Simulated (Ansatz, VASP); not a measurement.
Two plane-wave programs on Ag

File INCAR:

```
PREC = Accurate ; ENCUT = 520
EDIFF = 1E-7 ; ISMEAR = 0
SIGMA = 0.15 ; LREAL = F
LASPH = T ; NELM = 80
ALGO = Normal ; ISIF = 2
LWAVE = F ; LCHARG = F
GGA = PS ; NBANDS = 12
```

Contents of KPOINTS:

```
regular mesh
0
Gamma
  20 20 20
```

Contents of POSCAR:

```
Ag
1.0
    0.0000000000      2.1043930000      1.9818070000
    2.1043930000      0.0000000000      1.9818070000
    2.1043930000      2.1043930000      0.0000000000
Ag
1
Direct
    0.0000000000      0.0000000000      0.0000000000
```

Input for Ansatz:

```yaml
crystal:
  lattice:
    - [0.0, 2.104393, 1.981807]
    - [2.104393, 0.0, 1.981807]
    - [2.104393, 2.104393, 0.0]
  atoms:
    - { symbol: Ag, position: [0.0, 0.0, 0.0] }
basis:
  ecutwfc: 420
kpoints:
  mp_grid: { grid: [20, 20, 20] }
hamiltonian:
  xc: pbesol
scf:
  occupations: { method: gaussian, width: 0.15 }
output:
  forces: true
  stress: true
  eigenvalues: true
```

Change from the starting cell: strain +0.030 along x and y, -0.030 along z, atoms carried along.

Alike in both runs: task single point; functional PBEsol; k mesh 20 × 20 × 20; occupations gaussian, width 0.15 eV; no spin polarisation.

```csv
,VASP,Ansatz
version,VASP 6.6.1,Ansatz 0.2.0
potentials or method,"VASP PAW PBE potentials, release 64 (Ag), cutoff 520 eV","scalar-relativistic, plane waves, PAW"
valence electrons in the cell,11,19
```

|  | VASP | Ansatz | Ansatz less VASP |
| --- | --- | --- | --- |
| gap on the k mesh at the Fermi level (eV) | none | none | - |
| pressure (GPa) | -5.4 | -5.3 | +0.16 |
| traceless stress, the component that is largest in VASP (GPa) | 1.19 | 1.19 | +0.007 |

VASP's potentials were made for PBE, not for PBEsol. A gap of «none» marks a metal or a gap that the smearing closes. The functional is the same, so the differences come from potentials, cutoffs and numerics. VASP's potentials hold 11 valence electrons a cell and Ansatz's 19, so a difference there can come from the potentials and not from the codes.
